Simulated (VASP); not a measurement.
# Si (Fd-3m) in VASP: single point with PBE

Aim: the single point of Si with PBE.

All numbers are computed with VASP 6.6.1; they aren't measurements. Logs are shortened: lines on timing, memory, paths and dates and some standing lists are left out, and cuts for length are marked.

## Step 1: The cell of the first run

Symmetry: Fd-3m, No. 227, cubic system. Conventional cell: a = 5.470 Å, b = 5.470 Å, c = 5.470 Å, α = 90.00°, β = 90.00°, γ = 90.00°. Si (site symmetry -43m) has 4 Si at 2.37 Å within 3.1 Å.

## Step 2: Single point, PBE

The input, INCAR:

```
SYSTEM = Si
ALGO     = Normal         ! electronic algorithm
EDIFF    = 1E-7           ! SCF threshold, eV
ENCUT    = 520            ! plane-wave cutoff, eV
GGA      = PE             ! functional
ISIF     = 2              ! what is computed and relaxed
ISMEAR   = 0              ! smearing method
LASPH    = .TRUE.         ! aspherical terms in the spheres
LCHARG   = .FALSE.        ! write CHGCAR
LREAL    = Auto         
LWAVE    = .FALSE.        ! write WAVECAR
NBANDS   = 141            ! bands
NELM     = 60             ! most SCF steps
PREC     = Accurate       ! precision mode
SIGMA    = 0.01           ! smearing width, eV
```

The input, KPOINTS:

```
k-points
0
G
  2 2 2
  0 0 0
```

The input, POSCAR:

```
Si
1.0
   -8.2051406459      0.0000000000      8.2051406459
   -8.2051406459     -8.2051406459      0.0000000000
    0.0000000000     -8.2051406459      8.2051406459
Si
54
Direct
    0.2500000000      0.9166666667      0.2500000000
    0.2500000000      0.5833333333      0.2500000000
    0.2500000000      0.2500000000      0.2500000000
    0.2500000000      0.9166666667      0.5833333333
    0.2500000000      0.5833333333      0.5833333333
    0.2500000000      0.2500000000      0.5833333333
    0.2500000000      0.9166666667      0.9166666667
    0.2500000000      0.5833333333      0.9166666667
    0.2500000000      0.2500000000      0.9166666667
    0.5833333333      0.9166666667      0.2500000000
    0.5833333333      0.5833333333      0.2500000000
    0.5833333333      0.2500000000      0.2500000000
    0.5833333333      0.9166666667      0.5833333333
    0.5833333333      0.5833333333      0.5833333333
    0.5833333333      0.2500000000      0.5833333333
    0.5833333333      0.9166666667      0.9166666667
    0.5833333333      0.5833333333      0.9166666667
    0.5833333333      0.2500000000      0.9166666667
    0.9166666667      0.9166666667      0.2500000000
    0.9166666667      0.5833333333      0.2500000000
    0.9166666667      0.2500000000      0.2500000000
    0.9166666667      0.9166666667      0.5833333333
    0.9166666667      0.5833333333      0.5833333333
    0.9166666667      0.2500000000      0.5833333333
    0.9166666667      0.9166666667      0.9166666667
    0.9166666667      0.5833333333      0.9166666667
    0.9166666667      0.2500000000      0.9166666667
    0.1666666667      0.1666666667      0.1666666667
    0.1666666667      0.8333333333      0.1666666667
    0.1666666667      0.5000000000      0.1666666667
    0.1666666667      0.1666666667      0.5000000000
    0.1666666667      0.8333333333      0.5000000000
    0.1666666667      0.5000000000      0.5000000000
    0.1666666667      0.1666666667      0.8333333333
    0.1666666667      0.8333333333      0.8333333333
    0.1666666667      0.5000000000      0.8333333333
    0.5000000000      0.1666666667      0.1666666667
    0.5000000000      0.8333333333      0.1666666667
    0.5000000000      0.5000000000      0.1666666667
    0.5000000000      0.1666666667      0.5000000000
    0.5000000000      0.8333333333      0.5000000000
    0.5000000000      0.5000000000      0.5000000000
    0.5000000000      0.1666666667      0.8333333333
    0.5000000000      0.8333333333      0.8333333333
    0.5000000000      0.5000000000      0.8333333333
    0.8333333333      0.1666666667      0.1666666667
    0.8333333333      0.8333333333      0.1666666667
    0.8333333333      0.5000000000      0.1666666667
    0.8333333333      0.1666666667      0.5000000000
    0.8333333333      0.8333333333      0.5000000000
    0.8333333333      0.5000000000      0.5000000000
    0.8333333333      0.1666666667      0.8333333333
    0.8333333333      0.8333333333      0.8333333333
    0.8333333333      0.5000000000      0.8333333333
```

Potentials or basis: VASP PAW PBE potentials, release 64 (Si).

The run is started by

```
$ cat potpaw_PBE.64/Si/POTCAR > POTCAR
$ mpirun -np 1 vasp_std > vasp.out
```

OUTCAR:

```text
SYSTEM = Si
   EDIFF = 1E-7
   ENCUT = 520
   GGA = PE
   ISIF = 2
   ISMEAR = 0
   LASPH = .TRUE.
   LREAL = Auto
   NELM = 60
   PREC = Accurate

 ion  position               nearest neighbor table
   1  0.250  0.917  0.250-  28 2.37  29 2.37  32 2.37  38 2.37
   2  0.250  0.583  0.250-  30 2.37  29 2.37  33 2.37  39 2.37
   3  0.250  0.250  0.250-  28 2.37  30 2.37  31 2.37  37 2.37
   4  0.250  0.917  0.583-  31 2.37  32 2.37  35 2.37  41 2.37
   5  0.250  0.583  0.583-  33 2.37  32 2.37  36 2.37  42 2.37
   6  0.250  0.250  0.583-  31 2.37  33 2.37  34 2.37  40 2.37
[... 46 lines left out ...]
  53  0.833  0.833  0.833-  16 2.37  22 2.37  26 2.37  25 2.37
  54  0.833  0.500  0.833-  27 2.37  23 2.37  17 2.37  26 2.37

  LATTYP: Found a face centered cubic cell.
 ALAT       =    16.4102812918

  Lattice vectors:

 A1 = (  -8.2051406459,   0.0000000000,   8.2051406459)
 A2 = (  -8.2051406459,  -8.2051406459,   0.0000000000)
 A3 = (   0.0000000000,  -8.2051406459,   8.2051406459)

Analysis of symmetry for initial positions (statically):
=====================================================================
 Subroutine PRICEL returns following result:

  LATTYP: Found a face centered cubic cell.
 ALAT       =     5.4700937634

  Lattice vectors:

 A1 = (  -2.7350468817,   0.0000000000,   2.7350468817)
 A2 = (  -2.7350468817,  -2.7350468817,   0.0000000000)
 A3 = (   0.0000000000,  -2.7350468817,   2.7350468817)

  27 primitive cells build up your supercell.

 Routine SETGRP: Setting up the symmetry group for a
 face centered cubic supercell.

 Subroutine GETGRP returns: Found 48 space group operations
 (whereof 24 operations were pure point group operations)
 out of a pool of 48 trial point group operations.

The static configuration has the point symmetry T_d .
 The point group associated with its full space group is O_h .

Analysis of symmetry for dynamics (positions and initial velocities):
=====================================================================
 Subroutine PRICEL returns following result:

  LATTYP: Found a face centered cubic cell.
 ALAT       =     5.4700937634

  Lattice vectors:

 A1 = (  -2.7350468817,   0.0000000000,   2.7350468817)
 A2 = (  -2.7350468817,  -2.7350468817,   0.0000000000)
 A3 = (   0.0000000000,  -2.7350468817,   2.7350468817)

  27 primitive cells build up your supercell.

 Routine SETGRP: Setting up the symmetry group for a
 face centered cubic supercell.

 Subroutine GETGRP returns: Found 48 space group operations
 (whereof 24 operations were pure point group operations)
 out of a pool of 48 trial point group operations.

The dynamic configuration has the point symmetry T_d .
 The point group associated with its full space group is O_h .

 Subroutine INISYM returns: Found 48 space group operations
 (whereof 24 operations are pure point group operations),
 and found    27 'primitive' translations

----------------------------------------------------------------------------------------

                                     Primitive cell

  volume of cell :      40.9189

  direct lattice vectors                    reciprocal lattice vectors
    -2.735046882  0.000000000  2.735046882    -0.182812223  0.182812223  0.182812223
    -2.735046882 -2.735046882  0.000000000    -0.182812223 -0.182812223 -0.182812223
     0.000000000 -2.735046882  2.735046882     0.182812223 -0.182812223  0.182812223

  length of vectors
     3.867940394  3.867940394  3.867940394     0.316640058  0.316640058  0.316640058

  position of ions in fractional coordinates (direct lattice)
     0.750000000  0.750000000  0.750000000
     0.500000000  0.500000000  0.500000000

  ion indices of the primitive-cell ions
   primitive index   ion index
                 1           1
                 2          29

----------------------------------------------------------------------------------------

 KPOINTS: k-points

Automatic generation of k-mesh.
 Grid dimensions read from file:
 generate k-points for:    2    2    2

 Generating k-lattice:

  Cartesian coordinates                     Fractional coordinates (reciprocal lattice)
    -0.030468704  0.030468704  0.030468704     0.500000000  0.000000000  0.000000000
    -0.030468704 -0.030468704 -0.030468704     0.000000000  0.500000000  0.000000000
     0.030468704 -0.030468704  0.030468704     0.000000000  0.000000000  0.500000000

  Length of vectors
     0.052773343  0.052773343  0.052773343

  Shift w.r.t. Gamma in fractional coordinates (k-lattice)
     0.000000000  0.000000000  0.000000000

 Subroutine IBZKPT returns following result:
 ===========================================

 Found      3 irreducible k-points:

 Following reciprocal coordinates:
            Coordinates               Weight
  0.000000  0.000000  0.000000      1.000000
  0.500000  0.000000  0.000000      4.000000
  0.500000  0.500000  0.000000      3.000000
   k-points           NKPTS =      3   k-points in BZ     NKDIM =      3   number of bands    NBANDS=    141
   number of dos      NEDOS =    301   number of ions     NIONS =     54
   total plane-waves  NPLWV = 729000
   dimension x,y,z NGX =    90 NGY =   90 NGZ =   90
   dimension x,y,z NGXF=   180 NGYF=  180 NGZF=  180
   ions per type =              54
   NGX,Y,Z   is equivalent  to a cutoff of  12.89, 12.89, 12.89 a.u.
   NGXF,Y,Z  is equivalent  to a cutoff of  25.79, 25.79, 25.79 a.u.
 SYSTEM =  Si
   PREC   = accura    normal or accurate (medium, high low for compatibility)
   ISTART =      0    job   : 0-new  1-cont  2-samecut
   ICHARG =      2    charge: 1-file 2-atom 10-const
   ISPIN  =      1    spin polarized calculation?
   LNONCOLLINEAR =      F non collinear calculations
   LSORBIT =      F    spin-orbit coupling
   LASPH  =      T    aspherical Exc in radial PAW
   ENCUT  =  520.0 eV  38.22 Ry    6.18 a.u.  21.58 21.58 21.58*2*pi/ulx,y,z
   NELM   =     60;   NELMIN=  2; NELMDL= -5     # of ELM steps
   EDIFF  = 0.1E-06   stopping-criterion for ELM
   LREAL  =      T    real-space projection
   EDIFFG = 0.1E-05   stopping-criterion for IOM
   NSW    =      0    number of steps for IOM
   IBRION =     -1    ionic relax: 0-MD 1-quasi-New 2-CG
   NFREE  =      0    steps in history (QN), initial steepest desc. (CG)
   ISIF   =      2    stress and relaxation
   ISYM   =      2    0-nonsym 1-usesym 2-fastsym
   POTIM  = 0.5000    time-step for ionic-motion
   TEBEG  =    0.0;   TEEND  =   0.0 temperature during run
   PSTRESS=    0.0 pullay stress
   NELECT =     216.0000    total number of electrons
   NUPDOWN=      -1.0000    fix difference up-down
   EMIN   =  10.00;   EMAX   =-10.00  energy-range for DOS
   EFERMI =   0.00;   METHOD = LEGACY
   ISMEAR =     0;   SIGMA  =   0.01  broadening in eV -4-tet -1-fermi 0-gaus
   EFERMI_NEDOS =   21; number of points for ismear=-14 and -15
   IALGO  =     38    algorithm
   IMIX   =      4    mixing-type and parameters
     AMIX     =   0.40;   BMIX     =  1.00
     AMIX_MAG =   1.60;   BMIX_MAG =  1.00
  volume/ion in A,a.u.               =      20.46       138.07
  Fermi-wavevector in a.u.,A,eV,Ry     =   0.950160  1.795542 12.283393  0.902804
  Thomas-Fermi vector in A             =   2.078511
   LORBIT       =      0    0 simple, 1 ext, 2 COOP (PROOUT), +10 PAW based schemes
   GGA     = PE    functional components
   LHFCALC =     F    Hartree Fock is set to
   AEXX    =    0.0000 exact exchange contribution
   IVDW    =     0    specifies the selected vdW correction
   LEPSILON=     F    determine dielectric tensor
   LRPA    =     F    only Hartree local field effects (RPA)
 non-spin polarized calculation
 Gauss-broadening in eV      SIGMA  =   0.01
  energy-cutoff  :      520.00
  volume of cell :     1104.81
 maximum number of plane-waves:     29794
 NGX is ok and might be reduce to    90
   NGX = 43   NGY = 43   NGZ = 43

 number of electron     216.0000022 magnetization

 Free energy of the ion-electron system (eV)
  ---------------------------------------------------
  ext. energy  EPLUGINS =         0.00000000
  ---------------------------------------------------
  free energy    TOTEN  =      -292.33287124 eV

  energy without entropy =     -292.33287124  energy(sigma->0) =     -292.33287124

 E-fermi :   5.7052     XC(G=0):  -9.3195

 val. band max:        5.6166398449   @ k =   0.0000   0.0000   0.0000
 cond. band min:       6.3665463383   @ k =   0.5000   0.5000   0.0000
 fundamental gap:      0.7499064934
 Fermi energy:         5.7051578773

 k-point     1 :       0.0000    0.0000    0.0000
  band No.  band energies     occupation
      1      -6.1948      2.00000
      2      -4.8454      2.00000
      3      -4.8454      2.00000
      4      -4.8454      2.00000
      5      -4.8454      2.00000
      6      -4.8454      2.00000
[... 112 lines left out ...]
    119       7.2021      0.00000
    120       7.2021      0.00000

 k-point     2 :       0.5000    0.0000    0.0000
  band No.  band energies     occupation
      1      -5.8403      2.00000
      2      -5.8403      2.00000
      3      -4.9200      2.00000
      4      -4.9200      2.00000
      5      -4.9200      2.00000
      6      -4.9200      2.00000
[... 112 lines left out ...]
    119       7.5829      0.00000
    120       7.5829      0.00000

 k-point     3 :       0.5000    0.5000    0.0000
  band No.  band energies     occupation
      1      -5.7195      2.00000
      2      -5.7195      2.00000
      3      -5.2633      2.00000
      4      -5.2633      2.00000
      5      -5.2633      2.00000
      6      -5.2633      2.00000
[... 112 lines left out ...]
    119       7.6535      0.00000
    120       7.6535      0.00000
 [bands above 120 left out]

------------------------ aborting loop because EDIFF is reached ----------------------------------------

  FORCE on cell =-STRESS in cart. coord.  units (eV):
  Direction    XX          YY          ZZ          XY          YZ          ZX
  --------------------------------------------------------------------------------------
  -------------------------------------------------------------------------------------
  Total        0.0411283      0.0411283      0.0411283      0.0000000     -0.0000000     -0.0000000
  in kB        0.0596435      0.0596435      0.0596435      0.0000000     -0.0000000     -0.0000000
  external PRESSURE =       0.0596435 kB  Pullay stress =       0.0000000 kB

 VOLUME and BASIS-vectors are now :
 -----------------------------------------------------------------------------
  energy-cutoff  :      520.00
  volume of cell :     1104.81
      direct lattice vectors                 reciprocal lattice vectors
    -8.205140646  0.000000000  8.205140646    -0.060937408  0.060937408  0.060937408
    -8.205140646 -8.205140646  0.000000000    -0.060937408 -0.060937408 -0.060937408
     0.000000000 -8.205140646  8.205140646     0.060937408 -0.060937408  0.060937408

 POSITION                                       TOTAL-FORCE (eV/Angst)
 -----------------------------------------------------------------------------------
     -9.57266     -9.57266      4.10257         0.000000     -0.000000      0.000000
     -6.83762     -6.83762      4.10257         0.000000     -0.000000      0.000000
     -4.10257     -4.10257      4.10257         0.000000     -0.000000     -0.000000
     -9.57266    -12.30771      6.83762         0.000000      0.000000      0.000000
     -6.83762     -9.57266      6.83762         0.000000     -0.000000      0.000000
     -4.10257     -6.83762      6.83762         0.000000     -0.000000      0.000000
[... 46 lines left out ...]
    -13.67523    -13.67523     13.67523        -0.000000      0.000000      0.000000
    -10.94019    -10.94019     13.67523        -0.000000     -0.000000     -0.000000
 -----------------------------------------------------------------------------------
    total drift:                               -0.000001     -0.000001      0.000001

  FREE ENERGIE OF THE ION-ELECTRON SYSTEM (eV)
  ---------------------------------------------------
  free  energy   TOTEN  =      -292.3328712389 eV

  energy  without entropy=     -292.3328712389  energy(sigma->0) =     -292.33287124
```

Run time: 19 min. Hardware: 1 thread of Intel Xeon Platinum 8259CL at 2.50GHz (Skylake/Cascade Lake), shared host; peak memory 1.3 GiB.

Results:

```yaml
Free_energy: -292.3329 eV
Pressure: 0.0 GPa
Band_gap_on_the_k_mesh: 0.75 eV
```

Levels at points of the mesh, in eV from the valence-band top:
| k point | band 105 | band 106 | band 107 | band 108 | band 109 | band 110 | band 111 | band 112 |
| --- | --- | --- | --- | --- | --- | --- | --- | --- |
| (0.00, 0.00, 0.00) | -0.98 | 0.00 | 0.00 | 0.00 | 0.76 | 0.76 | 0.76 | 0.76 |
| (0.50, 0.00, 0.00) | -0.44 | -0.44 | -0.44 | -0.44 | 1.09 | 1.09 | 1.09 | 1.09 |
| (0.50, 0.50, 0.00) | -0.56 | -0.56 | -0.56 | -0.56 | 0.75 | 0.75 | 1.71 | 1.71 |

A k mesh can miss the band edges.
